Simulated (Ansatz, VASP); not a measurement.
# K in VASP and in Ansatz

```
K
1.0
     0.00000    4.58340    4.58340
     4.58340    0.00000    4.58340
     4.58340    4.58340    0.00000
K
2
Direct
  0.12500 0.12500 0.12500
  0.87500 0.87500 0.87500
```

Alike in both runs: task relaxation of cell and atoms; functional PBEsol; k mesh 6 × 6 × 6; occupations fermi-dirac, width 0.1 eV; no spin polarisation.

|  | VASP | Ansatz |
| --- | --- | --- |
| version | VASP 6.6.1 | Ansatz 0.2.0 |
| potentials or method | VASP PAW PBE potentials, release 64 (K_sv), cutoff 600 eV | plane waves (420 eV) with PAW, scalar-relativistic |
| valence electrons in the cell | 18 | 18 |

Ansatz gave:

| Quantity | Value |
| --- | --- |
| relaxed volume (Å³/atom) | 104.74 |
| relaxed length of the cell vector where the two differ most in proportion (Å) | 6.666 |

Task: What did VASP give for the same quantities?

Result: Relaxed volume (Å³/atom): 105.44; relaxed length of the cell vector where the two differ most in proportion (Å): 6.681.

VASP's potentials were made for PBE, not for PBEsol, and Ansatz warns of the same on its side.
